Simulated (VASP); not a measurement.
# SnO2 (P4_2/mnm) in VASP: settings compared

SnO2 is run at these levels: r2SCAN, PBE, TB-mBJ; tasks: band structure.

Everything below comes from runs of VASP 6.6.1. Logs are shortened: lines on timing, memory, paths and dates and some standing lists are left out, and cuts for length are marked.

## (1) The cell of the first run

Symmetry: P4_2/mnm, No. 136, tetragonal system. Conventional cell: a = 4.771 Å, b = 4.771 Å, c = 3.217 Å, α = 90.00°, β = 90.00°, γ = 90.00°. Within 2.7 Å of Sn (site symmetry mmm) lie 6 O at 2.07 Å. O (site symmetry m2m) has 3 Sn at 2.07 Å and 1 O at 2.61 Å within 2.7 Å.

## (2) Band structure, r2SCAN

INCAR reads:

```
ALGO = Normal ; EDIFF = 1E-6
ENCUT = 520 ; ISIF = 2
ISMEAR = 0 ; KPAR = 2
LASPH = True ; LCHARG = False
LMIXTAU = True ; LREAL = False
LWAVE = False ; METAGGA = R2SCAN
NBANDS = 35 ; NELM = 80
PREC = Accurate ; SIGMA = 0.03
```

KPOINTS reads:

```
k-points
0
Gamma
  6 6 8
```

POSCAR reads:

```
SnO2                                    
1.0
    4.7714001542      0.0000000000      0.0000000000
   -0.0000000000      4.7714001542      0.0000000000
    0.0000000000      0.0000000000      3.2165924293
  Sn              O             
     2     4
Direct
     0.0000000000000000    0.0000000000000000    0.0000000000000000
     0.5000000000000000    0.5000000000000000    0.5000000000000000
     0.3062614077595441    0.3062614077595441    0.0000000000000000
     0.1937385922404559    0.8062614077595440    0.5000000000000000
     0.6937385922404560    0.6937385922404560    0.0000000000000000
     0.8062614077595440    0.1937385922404559    0.5000000000000000
```

KPOINTS_OPT reads:

```
explicit points
168
Reciprocal
 0.0000000000  0.0000000000  0.0000000000 1
 0.0000000000  0.0555555556  0.0000000000 1
 0.0000000000  0.1111111111  0.0000000000 1
 0.0000000000  0.1666666667  0.0000000000 1
 0.0000000000  0.2222222222  0.0000000000 1
 0.0000000000  0.2777777778  0.0000000000 1
[... 160 lines left out ...]
 0.0000000000  0.0000000000  0.5177501500 1
 0.0000000000  0.0000000000  0.4822498500 1
```

Potentials or basis: VASP PAW PBE potentials, release 64 (Sn_d, O).

Command:

```sh
$ cat potpaw_PBE.64/Sn_d/POTCAR potpaw_PBE.64/O/POTCAR > POTCAR
$ mpirun -np 2 vasp_std > vasp.out
```

OUTCAR:

```text
EDIFF = 1E-6
   ENCUT = 520
   ISIF = 2
   ISMEAR = 0
   LASPH = True
   LREAL = False
   METAGGA = R2SCAN
   NELM = 80
   PREC = Accurate

 ion  position               nearest neighbor table
   1  0.000  0.000  0.000-   3 2.07   5 2.07   4 2.07   6 2.07   4 2.07   6 2.07   2 3.74   2 3.74
                             2 3.74   2 3.74   2 3.74   2 3.74   2 3.74   2 3.74
   2  0.500  0.500  0.500-   4 2.07   6 2.07   5 2.07   3 2.07   3 2.07   5 2.07   1 3.74   1 3.74
                             1 3.74   1 3.74   1 3.74   1 3.74   1 3.74   1 3.74
   3  0.306  0.306  0.000-   1 2.07   2 2.07   2 2.07
   4  0.194  0.806  0.500-   2 2.07   1 2.07   1 2.07
   5  0.694  0.694  0.000-   1 2.07   2 2.07   2 2.07
   6  0.806  0.194  0.500-   2 2.07   1 2.07   1 2.07

  LATTYP: Found a simple tetragonal cell.
 ALAT       =     4.7714001542
 C/A-ratio  =     0.6741401529

  Lattice vectors:

 A1 = (   4.7714001542,   0.0000000000,   0.0000000000)
 A2 = (   0.0000000000,   4.7714001542,   0.0000000000)
 A3 = (   0.0000000000,   0.0000000000,   3.2165924293)

Analysis of symmetry for initial positions (statically):
=====================================================================
 Subroutine PRICEL returns:
 Original cell was already a primitive cell.

 Routine SETGRP: Setting up the symmetry group for a
 simple tetragonal supercell.

 Subroutine GETGRP returns: Found 16 space group operations
 (whereof  8 operations were pure point group operations)
 out of a pool of 16 trial point group operations.

The static configuration has the point symmetry D_2h.
 The point group associated with its full space group is D_4h.

Analysis of symmetry for dynamics (positions and initial velocities):
=====================================================================
 Subroutine PRICEL returns:
 Original cell was already a primitive cell.

 Routine SETGRP: Setting up the symmetry group for a
 simple tetragonal supercell.

 Subroutine GETGRP returns: Found 16 space group operations
 (whereof  8 operations were pure point group operations)
 out of a pool of 16 trial point group operations.

The dynamic configuration has the point symmetry D_2h.
 The point group associated with its full space group is D_4h.

 Subroutine INISYM returns: Found 16 space group operations
 (whereof  8 operations are pure point group operations),
 and found     1 'primitive' translations

----------------------------------------------------------------------------------------
[... 100 lines left out ...]
   NELM   =     80;   NELMIN=  2; NELMDL= -5     # of ELM steps
   EDIFF  = 0.1E-05   stopping-criterion for ELM
   LREAL  =      F    real-space projection
   EDIFFG = 0.1E-04   stopping-criterion for IOM
   NSW    =      0    number of steps for IOM
   IBRION =     -1    ionic relax: 0-MD 1-quasi-New 2-CG
   NFREE  =      0    steps in history (QN), initial steepest desc. (CG)
   ISIF   =      2    stress and relaxation
   ISYM   =      2    0-nonsym 1-usesym 2-fastsym
   POTIM  = 0.5000    time-step for ionic-motion
   TEBEG  =    0.0;   TEEND  =   0.0 temperature during run
   PSTRESS=    0.0 pullay stress
   NELECT =      52.0000    total number of electrons
   NUPDOWN=      -1.0000    fix difference up-down
   EMIN   =  10.00;   EMAX   =-10.00  energy-range for DOS
   EFERMI =   0.00;   METHOD = LEGACY
   ISMEAR =     0;   SIGMA  =   0.03  broadening in eV -4-tet -1-fermi 0-gaus
   EFERMI_NEDOS =   21; number of points for ismear=-14 and -15
   IALGO  =     38    algorithm
   IMIX   =      4    mixing-type and parameters
     AMIX     =   0.40;   BMIX     =  1.00
     AMIX_MAG =   1.60;   BMIX_MAG =  1.00
  volume/ion in A,a.u.               =      12.20        82.36
  Fermi-wavevector in a.u.,A,eV,Ry     =   1.460540  2.760020 29.023625  2.133176
  Thomas-Fermi vector in A             =   2.576977
   LORBIT       =      0    0 simple, 1 ext, 2 COOP (PROOUT), +10 PAW based schemes
   METAGGA = R2SCAN    functional components
   LHFCALC =     F    Hartree Fock is set to
   AEXX    =    0.0000 exact exchange contribution
   IVDW    =     0    specifies the selected vdW correction
   LEPSILON=     F    determine dielectric tensor
   LRPA    =     F    only Hartree local field effects (RPA)
 non-spin polarized calculation
 Gauss-broadening in eV      SIGMA  =   0.03
  energy-cutoff  :      520.00
  volume of cell :       73.23
 maximum number of plane-waves:      2004
 NGX is ok and might be reduce to    36
   NGX = 17   NGY = 17   NGZ = 11

 number of electron      52.0000009 magnetization

 Free energy of the ion-electron system (eV)
  ---------------------------------------------------
  ext. energy  EPLUGINS =         0.00000000
  ---------------------------------------------------
  free energy    TOTEN  =       -84.63068020 eV

  energy without entropy =      -84.63068020  energy(sigma->0) =      -84.63068020

 E-fermi :   5.6187     XC(G=0): -11.9143

 val. band max:        5.4450818688   @ k =   0.0000   0.0000   0.0000
 cond. band min:       7.1209863856   @ k =   0.0000   0.0000   0.0000
 fundamental gap:      1.6759045167
 Fermi energy:         5.6187429112

 k-point     1 :       0.0000    0.0000    0.0000
  band No.  band energies     occupation
      1     -16.2707      2.00000
      2     -15.3793      2.00000
      3     -15.1030      2.00000
      4     -15.1030      2.00000
      5     -15.0810      2.00000
      6     -15.0389      2.00000
[... 901 lines left out ...]
     34      18.6422      0.00000
     35      18.8818      0.00000

 [... further k-points ...]
[... 5 lines left out ...]
  --------------------------------------------------------------------------------------
  -------------------------------------------------------------------------------------
  Total       -0.3860597     -0.3860597     -0.6548427     -0.0000000      0.0000000      0.0000000
  in kB       -8.4465101     -8.4465101    -14.3271511     -0.0000000      0.0000000      0.0000000
  external PRESSURE =     -10.4067237 kB  Pullay stress =       0.0000000 kB

 VOLUME and BASIS-vectors are now :
 -----------------------------------------------------------------------------
  energy-cutoff  :      520.00
  volume of cell :       73.23
      direct lattice vectors                 reciprocal lattice vectors
     4.771400154  0.000000000  0.000000000     0.209582087  0.000000000  0.000000000
     0.000000000  4.771400154  0.000000000     0.000000000  0.209582087  0.000000000
     0.000000000  0.000000000  3.216592429     0.000000000  0.000000000  0.310888004

 POSITION                                       TOTAL-FORCE (eV/Angst)
 -----------------------------------------------------------------------------------
      0.00000      0.00000      0.00000        -0.000000     -0.000000      0.000000
      2.38570      2.38570      1.60830        -0.000000     -0.000000      0.000000
      1.46130      1.46130      0.00000        -0.027855     -0.027855     -0.000000
      0.92440      3.84700      1.60830         0.027855     -0.027855     -0.000000
      3.31010      3.31010      0.00000         0.027855      0.027855      0.000000
      3.84700      0.92440      1.60830        -0.027855      0.027855      0.000000
 -----------------------------------------------------------------------------------
    total drift:                                0.000000      0.000000      0.000000

  FREE ENERGIE OF THE ION-ELECTRON SYSTEM (eV)
  ---------------------------------------------------
  free  energy   TOTEN  =       -84.6306802034 eV

  energy  without entropy=      -84.6306802034  energy(sigma->0) =      -84.63068020
```

OSZICAR:

```text
N       E                     dE             d eps       ncg     rms          rms(c)
DAV:   1     0.579058906026E+03    0.57906E+03   -0.26133E+04  3889   0.236E+03
DAV:   2    -0.299637452179E+01   -0.58206E+03   -0.54903E+03  3828   0.617E+02
DAV:   3    -0.984029941093E+02   -0.95407E+02   -0.93407E+02  3772   0.210E+02
[... 50 lines left out ...]
       N       E                     dE             ncg
DAV:   1     0.517505834372E+05   -0.22078E+05     1420
DAV:   2     0.413560688808E+05   -0.10395E+05     1340
DAV:   3     0.396382056297E+05   -0.17179E+04     1376
DAV:   4     0.395526156785E+05   -0.85590E+02     1615
DAV:   5     0.395503662583E+05   -0.22494E+01     1741
DAV:   6     0.395502987057E+05   -0.67553E-01     1633
DAV:   7     0.395502944980E+05   -0.42077E-02     1930
DAV:   8     0.395502944776E+05   -0.20372E-04     1508
DAV:   9     0.395502944773E+05   -0.33840E-06     1073
```

Wall time 13 min (2 MPI ranks of Intel Xeon Platinum 8175M at 2.50GHz (Skylake/Cascade Lake), shared host); peak memory 0.28 GiB.

Results:

```
Free energy             : -84.6307 eV
Pressure                : -1.0 GPa
Largest force           : 0.039 eV/Å
Band gap on the k mesh  : 1.68 eV
Band gap along the path : 1.68 eV
```

Forces in eV/Å, atoms in the order of the input:
```
Sn   0.000  0.000  0.000
Sn   0.000  0.000  0.000
O   -0.028 -0.028  0.000
O    0.028 -0.028  0.000
O    0.028  0.028  0.000
O   -0.028  0.028  0.000
```

Stress tensor (GPa, compression positive):
```
-0.84  0.00  0.00
 0.00 -0.84  0.00
 0.00  0.00 -1.43
```

Levels at the corners of the path, in eV from the valence-band top:
| point | band 22 | band 23 | band 24 | band 25 | band 26 | band 27 | band 28 | band 29 | band 30 | band 31 |
| --- | --- | --- | --- | --- | --- | --- | --- | --- | --- | --- |
| Γ | -1.23 | -1.23 | -0.76 | -0.76 | 0.00 | 1.68 | 6.68 | 6.98 | 6.98 | 11.07 |
| X | -1.95 | -1.18 | -1.18 | -0.62 | -0.62 | 4.89 | 4.89 | 7.72 | 7.72 | 11.78 |
| X | -1.95 | -1.18 | -1.18 | -0.62 | -0.62 | 4.89 | 4.89 | 7.72 | 7.72 | 11.78 |
| M | -1.93 | -1.30 | -1.30 | -0.90 | -0.90 | 5.31 | 5.31 | 8.13 | 8.13 | 11.83 |
| M | -1.93 | -1.30 | -1.30 | -0.90 | -0.90 | 5.31 | 5.31 | 8.13 | 8.13 | 11.83 |
| Γ | -1.23 | -1.23 | -0.76 | -0.76 | 0.00 | 1.68 | 6.68 | 6.98 | 6.98 | 11.07 |
| Γ | -1.23 | -1.23 | -0.76 | -0.76 | 0.00 | 1.68 | 6.68 | 6.98 | 6.98 | 11.07 |
| Z | -2.57 | -1.64 | -1.64 | -1.25 | -1.25 | 6.75 | 6.75 | 10.46 | 10.46 | 11.44 |
| Z | -2.57 | -1.64 | -1.64 | -1.25 | -1.25 | 6.75 | 6.75 | 10.46 | 10.46 | 11.44 |
| R | -1.71 | -1.09 | -1.09 | -0.69 | -0.69 | 7.03 | 7.03 | 8.78 | 8.78 | 11.81 |
| R | -1.71 | -1.09 | -1.09 | -0.69 | -0.69 | 7.03 | 7.03 | 8.78 | 8.78 | 11.81 |
| A | -2.35 | -0.95 | -0.95 | -0.84 | -0.84 | 5.44 | 5.44 | 9.59 | 9.59 | 11.79 |
| A | -2.35 | -0.95 | -0.95 | -0.84 | -0.84 | 5.44 | 5.44 | 9.59 | 9.59 | 11.79 |
| Z | -2.57 | -1.64 | -1.64 | -1.25 | -1.25 | 6.75 | 6.75 | 10.46 | 10.46 | 11.44 |
| X | -1.95 | -1.18 | -1.18 | -0.62 | -0.62 | 4.89 | 4.89 | 7.72 | 7.72 | 11.78 |
| R | -1.71 | -1.09 | -1.09 | -0.69 | -0.69 | 7.03 | 7.03 | 8.78 | 8.78 | 11.81 |
| M | -1.93 | -1.30 | -1.30 | -0.90 | -0.90 | 5.31 | 5.31 | 8.13 | 8.13 | 11.83 |
| A | -2.35 | -0.95 | -0.95 | -0.84 | -0.84 | 5.44 | 5.44 | 9.59 | 9.59 | 11.79 |

Caveat: the PAW data sets were made with another functional, which shifts forces and pressure a little; spin-orbit coupling is left out, which moves the levels of the heavy elements.

## (3) Band structure, PBE, spin-orbit coupling, no magnetisation

INCAR reads:

```
ALGO = Normal ; EDIFF = 1E-6
ENCUT = 520 ; GGA = PE
GGA_COMPAT = False ; ISIF = 2
ISMEAR = 0 ; KPAR = 2
LASPH = True ; LCHARG = False
LNONCOLLINEAR = True ; LORBIT = 11
LREAL = False ; LSORBIT = True
LWAVE = False ; MAGMOM = 0 0 0 0 0 0 0 0 0 0 0 0 0 0 0 0 0 0
NBANDS = 68 ; NELM = 80
PREC = Accurate ; SIGMA = 0.03
```

KPOINTS reads:

```
k-points
0
Gamma
  4 4 6
```

POSCAR is that of step 2.

KPOINTS_OPT is that of step 2.

Potentials or basis: VASP PAW PBE potentials, release 64 (Sn_d, O).

Command:

```sh
$ cat potpaw_PBE.64/Sn_d/POTCAR potpaw_PBE.64/O/POTCAR > POTCAR
$ mpirun -np 2 vasp_ncl > vasp.out
```

Wall time 18 min (2 MPI ranks of Intel Xeon Platinum 8175M at 2.50GHz (Skylake/Cascade Lake), shared host); peak memory 0.51 GiB.

The run converged. Its results:

```
Free energy                                           : -37.3344 eV
Pressure                                              : 6.2 GPa
Largest force                                         : 0.059 eV/Å
Valence electrons inside the program's atomic spheres : Sn 12.31; O 5.06
```

Forces on the atoms (eV/Å):
```
Sn   0.000  0.000  0.000
Sn   0.000  0.000  0.000
O   -0.042 -0.042  0.000
O    0.042 -0.042  0.000
O    0.042  0.042  0.000
O   -0.042  0.042  0.000
```

Stress tensor (GPa, compression positive):
```
5.92 0.00 0.00
0.00 5.92 0.00
0.00 0.00 6.80
```

Caveat: the cell stands under pressure.

## (4) Band structure, TB-mBJ

POSCAR is that of step 3.

INCAR.step1 reads:

```
ALGO = Normal ; EDIFF = 1E-5
ENCUT = 520 ; GGA = PE
ISIF = 2 ; ISMEAR = 0
KPAR = 2 ; LASPH = True
LCHARG = False ; LREAL = False
LWAVE = True ; NBANDS = 35
NELM = 80 ; PREC = Accurate
SIGMA = 0.03
```

INCAR.step2 reads:

```
ALGO = Normal ; EDIFF = 1E-6
ENCUT = 520 ; ISIF = 2
ISMEAR = 0 ; ISTART = 1
KPAR = 2 ; LASPH = True
LCHARG = False ; LREAL = False
LWAVE = False ; METAGGA = MBJ
NBANDS = 35 ; NELM = 80
PREC = Accurate ; SIGMA = 0.03
```

KPOINTS reads:

```
k-points
0
Gamma
  6 6 8
```

KPOINTS_OPT is that of step 3.

Command:

```sh
$ cat potpaw_PBE.64/Sn_d/POTCAR potpaw_PBE.64/O/POTCAR > POTCAR
$ cp INCAR.step1 INCAR
$ mpirun -np 2 vasp_std > vasp.out
$ cp INCAR.step2 INCAR
$ mpirun -np 2 vasp_std > vasp.out
```

Run time: 10 min. Hardware: 2 MPI ranks of Intel Xeon Platinum 8175M at 2.50GHz (Skylake/Cascade Lake), shared host; peak memory 0.3 GiB.

It converged, with:

- Band gap on the k mesh: 2.86 eV
- Band gap along the path: 2.86 eV

Levels at the corners of the path, in eV from the valence-band top:
```tsv
point	band 22	band 23	band 24	band 25	band 26	band 27	band 28	band 29	band 30	band 31
Γ	-0.98	-0.98	-0.75	-0.75	0.00	2.86	7.94	8.48	8.48	12.45
X	-1.65	-0.96	-0.96	-0.55	-0.55	5.87	5.87	9.27	9.27	12.90
X	-1.65	-0.96	-0.96	-0.55	-0.55	5.87	5.87	9.27	9.27	12.90
M	-1.66	-1.04	-1.04	-0.79	-0.79	6.34	6.34	9.51	9.51	12.99
M	-1.66	-1.04	-1.04	-0.79	-0.79	6.34	6.34	9.51	9.51	12.99
Γ	-0.98	-0.98	-0.75	-0.75	0.00	2.86	7.94	8.48	8.48	12.45
Γ	-0.98	-0.98	-0.75	-0.75	0.00	2.86	7.94	8.48	8.48	12.45
Z	-2.19	-1.36	-1.36	-1.09	-1.09	7.64	7.64	11.74	11.74	12.80
Z	-2.19	-1.36	-1.36	-1.09	-1.09	7.64	7.64	11.74	11.74	12.80
R	-1.40	-0.97	-0.97	-0.51	-0.51	7.97	7.97	10.00	10.00	13.23
R	-1.40	-0.97	-0.97	-0.51	-0.51	7.97	7.97	10.00	10.00	13.23
A	-2.01	-0.83	-0.83	-0.77	-0.77	6.48	6.48	11.09	11.09	13.16
A	-2.01	-0.83	-0.83	-0.77	-0.77	6.48	6.48	11.09	11.09	13.16
Z	-2.19	-1.36	-1.36	-1.09	-1.09	7.64	7.64	11.74	11.74	12.80
X	-1.65	-0.96	-0.96	-0.55	-0.55	5.87	5.87	9.27	9.27	12.90
R	-1.40	-0.97	-0.97	-0.51	-0.51	7.97	7.97	10.00	10.00	13.23
M	-1.66	-1.04	-1.04	-0.79	-0.79	6.34	6.34	9.51	9.51	12.99
A	-2.01	-0.83	-0.83	-0.77	-0.77	6.48	6.48	11.09	11.09	13.16
```

Caveat: spin-orbit coupling is left out, which moves the levels of the heavy elements.

## (5) Summary

```csv
level,spin,k mesh,gap on the mesh (eV),pressure (GPa),largest force (eV/Å)
r2SCAN,off,6 × 6 × 8,1.68,-1.0,0.04
PBE,"SOC, no magnetisation",4 × 4 × 6,-,6.2,0.06
TB-mBJ,off,6 × 6 × 8,2.86,-,-
```

Alike in all rows: task band structure; potentials or basis VASP PAW PBE potentials, release 64 (Sn_d, O); cell as given; cutoff (eV) 520; smearing gaussian 0.03 eV.

Caveats: spin-orbit coupling is left out, which moves the levels of the heavy elements (at least some runs); the PAW data sets were made with another functional, which shifts forces and pressure a little (at least some runs); the cell stands under pressure (at least some runs).

Total energies depend on the potentials used, so only differences within one code and one set of settings carry meaning.
